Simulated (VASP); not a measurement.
Set up this calculation in VASP 6.6.1, as the native input.

```yaml
Task: single point
Functional: PBE
Potentials_or_basis: VASP PAW PBE potentials, release 64 (Ge_d, Fe)
Cutoff: 520 eV
k_mesh: 6 × 6 × 7
Occupations: fermi-dirac, width 0.05 eV
Spin: collinear spin, ferromagnetic start
Starting_moments: "[0.0, 0.0, 0.0, 3.0, 3.0, 3.0] μB"
Dipole_correction: no
Further_INCAR_settings: ALGO = Normal; EDIFF = 1e-06; NBANDS = 46
```

The structure of FeGe lies in POSCAR:

```
FeGe
1.0
    4.9640603699      0.0000000000      0.0000000000
   -2.4820301849      4.2990023862      0.0000000000
    0.0000000000      0.0000000000      4.0881379583
Ge Fe
3 3
Direct
    0.6666666667      0.3333333333      0.5000000000
    0.3333333333      0.6666666667      0.5000000000
    0.0000000000      0.0000000000      0.0000000000
    0.0000000000      0.5000000000      0.0000000000
    0.5000000000      0.5000000000      0.0000000000
    0.5000000000      0.0000000000      0.0000000000
```

These files were run (other wordings do the same):

INCAR

```
  ALGO = Normal
  EDIFF = 1E-6
  ENCUT = 520
  GGA = PE
  ISIF = 2
  ISMEAR = -1
  ISPIN = 2
  LASPH = True
  LCHARG = False
  LMAXMIX = 4
  LORBIT = 11
  LREAL = False
  LWAVE = False
  MAGMOM = 0 0 0 3 3 3
  NBANDS = 46
  NELM = 150
  PREC = Accurate
  SIGMA = 0.05
```

KPOINTS

```
k-points
0
Gamma
  6 6 7
```

Potentials or basis: VASP PAW PBE potentials, release 64 (Ge_d, Fe).

Launch:

```sh
$ cat potpaw_PBE.64/Ge_d/POTCAR potpaw_PBE.64/Fe/POTCAR > POTCAR
$ mpirun -np 1 vasp_std > vasp.out
```

It gave:

```
Pressure                                              : -1.2 GPa
Net moment                                            : 4.23 μB per cell
Site moments                                          : Ge -0.06, -0.09; Fe +1.49 μB
Valence electrons inside the program's atomic spheres : Ge 12.38, 12.34; Fe 7.41
```

Run time: 6.8 min on 1 thread of Intel(R) Xeon(R) Platinum 8488C (Sapphire Rapids) (shared host), peak memory 0.34 GiB.
